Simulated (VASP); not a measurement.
NaF:

```
CELL_PARAMETERS angstrom
0.00000 2.32000 2.32000
2.32000 0.00000 2.32000
2.32000 2.32000 0.00000
ATOMIC_POSITIONS crystal
Na 0.00000 0.00000 0.00000
F 0.50000 0.50000 0.50000
```

Base run:

```yaml
Program: VASP 6.6.1
Functional: PBE
Potentials_or_basis: VASP PAW PBE potentials, release 64 (Na_pv, F)
Cutoff: 520 eV
k_mesh: 10 × 10 × 10
Occupations: gaussian, width 0.1 eV
Spin: no spin polarisation
```

Its results: band gap on the k mesh 6.28 eV; pressure 1.8 GPa.

Question: The run is repeated on the same cell with these changes: functional from PBE to r2SCAN; occupations from gaussian, width 0.1 eV to gaussian, width 0.01 eV. What comes out?

Answer: Band gap on the k mesh 7.15 eV; pressure -2.0 GPa.

Caveats: the PAW data sets were made with another functional, which shifts forces and pressure a little (at least some runs).

A k mesh can miss the band edges.
